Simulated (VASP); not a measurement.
# Ta (Pm-3n) in VASP: notebook, part 2 of 2

VASP 6.6.1. Earlier steps stand in the parts before.

### 4 Relaxation of cell and atoms, LDA

This run uses another cell than the first one, of 18.06 Å³/atom, 1.023 times its volume.

INCAR

```
PREC = Accurate
ENCUT = 600
EDIFF = 1E-6
ISMEAR = -1
SIGMA = 0.1
LREAL = F
LASPH = T
NELM = 100
ALGO = Normal
ISIF = 3
LWAVE = F
LCHARG = F
IBRION = 2
NSW = 80
EDIFFG = -0.01
```

KPOINTS

```
regular mesh
0
Gamma
  5 5 5
```

POSCAR

```
Ta
1.0
    5.2476303976      0.0000000000      0.0000000000
    0.0000000000      5.2476303976      0.0000000000
    0.0000000000      0.0000000000      5.2476303976
Ta
8
Direct
    0.0000000000      0.0000000000      0.0000000000
    0.5000000000      0.5000000000      0.5000000000
    0.2500000000      0.0000000000      0.5000000000
    0.7500000000      0.0000000000      0.5000000000
    0.5000000000      0.2500000000      0.0000000000
    0.5000000000      0.7500000000      0.0000000000
    0.0000000000      0.5000000000      0.2500000000
    0.0000000000      0.5000000000      0.7500000000
```

Potentials or basis: VASP PAW LDA potentials, release 64 (Ta_pv).

Started as:

```sh
$ cat potpaw_LDA.64/Ta_pv/POTCAR > POTCAR
$ mpirun -np 1 vasp_std > vasp.out
```

OUTCAR:

```text
PREC = Accurate
   ENCUT = 600
   EDIFF = 1E-6
   ISMEAR = -1
   LREAL = F
   LASPH = T
   NELM = 100
   ISIF = 3
   IBRION = 2
   NSW = 80
   EDIFFG = -0.01

 ion  position               nearest neighbor table
   1  0.000  0.000  0.000-   3 2.93   4 2.93   5 2.93   6 2.93   7 2.93   8 2.93   3 2.93   4 2.93
                             7 2.93   8 2.93   5 2.93   6 2.93
   2  0.500  0.500  0.500-   3 2.93   4 2.93   5 2.93   6 2.93   7 2.93   8 2.93   5 2.93   6 2.93
                             3 2.93   4 2.93   7 2.93   8 2.93
   3  0.250  0.000  0.500-   4 2.62   4 2.62   1 2.93   1 2.93   2 2.93   2 2.93   8 3.21   5 3.21
                             5 3.21   6 3.21   6 3.21   7 3.21   8 3.21   7 3.21
   4  0.750  0.000  0.500-   3 2.62   3 2.62   1 2.93   1 2.93   2 2.93   2 2.93   8 3.21   5 3.21
                             5 3.21   6 3.21   6 3.21   7 3.21   8 3.21   7 3.21
   5  0.500  0.250  0.000-   6 2.62   6 2.62   1 2.93   2 2.93   2 2.93   1 2.93   8 3.21   4 3.21
                             3 3.21   4 3.21   3 3.21   7 3.21   7 3.21   8 3.21
   6  0.500  0.750  0.000-   5 2.62   5 2.62   1 2.93   2 2.93   2 2.93   1 2.93   8 3.21   4 3.21
                             3 3.21   4 3.21   3 3.21   7 3.21   7 3.21   8 3.21
   7  0.000  0.500  0.250-   8 2.62   8 2.62   1 2.93   2 2.93   1 2.93   2 2.93   3 3.21   4 3.21
                             5 3.21   3 3.21   4 3.21   6 3.21   5 3.21   6 3.21
   8  0.000  0.500  0.750-   7 2.62   7 2.62   1 2.93   2 2.93   1 2.93   2 2.93   3 3.21   4 3.21
                             5 3.21   3 3.21   4 3.21   6 3.21   5 3.21   6 3.21

  LATTYP: Found a simple cubic cell.
 ALAT       =     5.2476303976

  Lattice vectors:

 A1 = (   5.2476303976,   0.0000000000,   0.0000000000)
 A2 = (   0.0000000000,   5.2476303976,   0.0000000000)
 A3 = (   0.0000000000,   0.0000000000,   5.2476303976)

Analysis of symmetry for initial positions (statically):
=====================================================================
 Subroutine PRICEL returns:
 Original cell was already a primitive cell.

 Routine SETGRP: Setting up the symmetry group for a
 simple cubic supercell.

 Subroutine GETGRP returns: Found 48 space group operations
 (whereof 24 operations were pure point group operations)
 out of a pool of 48 trial point group operations.

[... 126 lines left out ...]
   EMIN   =  10.00;   EMAX   =-10.00  energy-range for DOS
   EFERMI =   0.00;   METHOD = LEGACY
   ISMEAR =    -1;   SIGMA  =   0.10  broadening in eV -4-tet -1-fermi 0-gaus
   EFERMI_NEDOS =   21; number of points for ismear=-14 and -15
   IALGO  =     38    algorithm
   IMIX   =      4    mixing-type and parameters
     AMIX     =   0.40;   BMIX     =  1.00
     AMIX_MAG =   1.60;   BMIX_MAG =  1.00
  volume/ion in A,a.u.               =      18.06       121.90
  Fermi-wavevector in a.u.,A,eV,Ry     =   1.387626  2.622233 26.198105  1.925506
  Thomas-Fermi vector in A             =   2.511829
   LORBIT       =      0    0 simple, 1 ext, 2 COOP (PROOUT), +10 PAW based schemes
   GGA     = CA    functional components
   LHFCALC =     F    Hartree Fock is set to
   AEXX    =    0.0000 exact exchange contribution
   IVDW    =     0    specifies the selected vdW correction
   LEPSILON=     F    determine dielectric tensor
   LRPA    =     F    only Hartree local field effects (RPA)
 conjugate gradient relaxation of ions
 non-spin polarized calculation
  energy-cutoff  :      600.00
  volume of cell :      144.51
 maximum number of plane-waves:      4841
 NGX is ok and might be reduce to    42
   NGX = 21   NGY = 21   NGZ = 21

--------------------------------------- Ionic step        1  -------------------------------------------

 number of electron      87.9999970 magnetization

 Free energy of the ion-electron system (eV)
  ---------------------------------------------------
  ext. energy  EPLUGINS =         0.00000000
  ---------------------------------------------------
  free energy    TOTEN  =      -102.23953027 eV

  energy without entropy =     -101.95704101  energy(sigma->0) =     -102.09828564

------------------------ aborting loop because EDIFF is reached ----------------------------------------

  FORCE on cell =-STRESS in cart. coord.  units (eV):
  Direction    XX          YY          ZZ          XY          YZ          ZX
  --------------------------------------------------------------------------------------
  -------------------------------------------------------------------------------------
  Total       -3.5309415     -3.5309415     -3.5309415      0.0000000     -0.0000000     -0.0000000
  in kB      -39.1481629    -39.1481629    -39.1481629      0.0000000     -0.0000000     -0.0000000
  external PRESSURE =     -39.1481629 kB  Pullay stress =       0.0000000 kB
[... 71 lines left out ...]
--------------------------------------- Ionic step        3  -------------------------------------------

 number of electron      87.9999981 magnetization

 Free energy of the ion-electron system (eV)
  ---------------------------------------------------
  ext. energy  EPLUGINS =         0.00000000
  ---------------------------------------------------
  free energy    TOTEN  =      -102.27284677 eV

  energy without entropy =     -101.98702764  energy(sigma->0) =     -102.12993721

 E-fermi :   5.6254     XC(G=0): -12.8701

 val. band max:        5.5890705426   @ k =   0.2000   0.2000   0.0000
 cond. band min:       5.6415888508   @ k =   0.0000   0.0000   0.0000
 fundamental gap:      0.0525183082
 Fermi energy:         5.6254014210

 k-point     1 :       0.0000    0.0000    0.0000
  band No.  band energies     occupation
      1     -28.9314      2.00000
      2     -28.9314      2.00000
      3     -28.7830      2.00000
      4     -28.4645      2.00000
      5     -28.4645      2.00000
      6     -28.4645      2.00000
[... 574 lines left out ...]
  FREE ENERGIE OF THE ION-ELECTRON SYSTEM (eV)
  ---------------------------------------------------
  free  energy   TOTEN  =      -102.2728467711 eV

  energy  without entropy=     -101.9870276422  energy(sigma->0) =     -102.12993721

 reached required accuracy - stopping structural energy minimisation
```

OSZICAR:

```text
N       E                     dE             d eps       ncg     rms          rms(c)
DAV:   1     0.984175761198E+03    0.98418E+03   -0.52748E+04  1040   0.196E+03
DAV:   2    -0.505405883978E+02   -0.10347E+04   -0.10176E+04  1104   0.560E+02
DAV:   3    -0.104148599203E+03   -0.53608E+02   -0.51371E+02  1288   0.103E+02
[... 27 lines left out ...]
DAV:   5    -0.102272867018E+03    0.61213E-03   -0.87485E-03  1216   0.595E-01    0.133E-01
DAV:   6    -0.102272851604E+03    0.15413E-04   -0.14454E-03  1200   0.265E-01    0.211E-01
DAV:   7    -0.102272847327E+03    0.42770E-05   -0.38677E-04  1152   0.101E-01    0.105E-02
DAV:   8    -0.102272847209E+03    0.11809E-06   -0.11123E-05  1232   0.180E-02    0.150E-02
DAV:   9    -0.102272846771E+03    0.43824E-06   -0.22748E-06   720   0.101E-02
   3 F= -.10227285E+03 E0= -.10212994E+03  d E =-.333165E-01
```

It took 6.1 min on 1 thread of Intel Xeon 8259CL, shared host; peak memory 0.25 GiB.

What came out:

```
Free energy                            : -102.2728 eV
Relaxed volume                         : 17.73 Å³/atom
Relaxed cell                           : a = 5.215 Å, b = 5.215 Å, c = 5.215 Å, α = 90.00°, β = 90.00°, γ = 90.00°
Space group after relaxing (to 0.05 Å) : Pm-3n (No. 223)
Energy gained by relaxing              : 4.2 meV/atom
Ionic steps                            : 3
Pressure after relaxing                : -0.1 GPa
Band gap on the k mesh                 : zero (band 44 reaches 5.59 eV, above the bottom of band 45 at 5.32 eV)
```

The path:
```tsv
step	energy change (eV)	largest force (eV/Å)	pressure (GPa)	volume (Å³)
1	0.0000	0.0000	-3.91	144.51
2	0.1721	0.0000	10.74	135.47
3	-0.0333	0.0000	-0.07	141.87
```

Final structure:
```
CELL_PARAMETERS angstrom
5.21547 0.00000 0.00000
0.00000 5.21547 0.00000
0.00000 0.00000 5.21547
ATOMIC_POSITIONS crystal
Ta 0.00000 0.00000 0.00000
Ta 0.50000 0.50000 0.50000
Ta 0.25000 0.00000 0.50000
Ta 0.75000 0.00000 0.50000
Ta 0.50000 0.25000 0.00000
Ta 0.50000 0.75000 0.00000
Ta 0.00000 0.50000 0.25000
Ta 0.00000 0.50000 0.75000
```

Levels at points of the mesh, in eV from the Fermi level:
```tsv
k point	band 42	band 43	band 44	band 45	band 46	band 47
(0.00, 0.00, 0.00)	-0.95	-0.78	-0.78	0.02	0.02	0.82
```

Caveat: spin-orbit coupling is left out, which moves the levels of the heavy elements.

### 5 Overview

```tsv
task	cell	k mesh	cutoff (eV)	gap on the mesh (eV)	pressure (GPa)
single point	a = 5.208 Å, 8 atoms	5 × 5 × 5	520	none	0.8
single point	a = 5.208 Å, 8 atoms	7 × 7 × 7	520	none	0.8
relaxation of cell and atoms	relaxed from a = 5.248 Å, 8 atoms	5 × 5 × 5	600	none	-0.1
```

Alike in all rows: level LDA; potentials or basis VASP PAW LDA potentials, release 64 (Ta_pv); no spin polarisation; smearing fermi-dirac 0.1 eV.

Caveats: spin-orbit coupling is left out, which moves the levels of the heavy elements.

Absolute energies hang on the potentials; compare differences alone.
